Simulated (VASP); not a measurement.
Crystal: Bi2Se3.

```
Bi Se
1.0
     2.05760    1.18795    9.48127
    -2.05760    1.18795    9.48127
     0.00000   -2.37591    9.48127
Bi Se
2 3
Direct
  0.59920 0.59920 0.59920
  0.40080 0.40080 0.40080
  0.78830 0.78830 0.78830
  0.21170 0.21170 0.21170
  0.00000 0.00000 0.00000
```

Base run:

- Program: VASP 6.6.1
- Functional: revPBE
- Potentials or basis: VASP PAW PBE potentials, release 64 (Bi_d, Se)
- Cutoff: 520 eV
- k mesh: 8 × 8 × 8
- Occupations: fermi-dirac, width 0.05 eV
- Spin: no spin polarisation

Its results: band gap on the k mesh 0.25 eV; pressure 5.2 GPa; largest force 0.334 eV/Å.

Q: The run is repeated on the same cell with these changes: functional from revPBE to LDA; potentials or basis from VASP PAW PBE potentials, release 64 (Bi_d, Se) to VASP PAW LDA potentials, release 64 (Bi_d, Se). What comes out?

A: Band gap on the k mesh 0.07 eV; pressure -0.4 GPa; largest force 0.198 eV/Å.

Caveats: spin-orbit coupling is left out, which moves the levels of the heavy elements; the cell stands under pressure (at least some runs); the PAW data sets were made with another functional, which shifts forces and pressure a little (at least some runs).

A k mesh can miss the band edges.
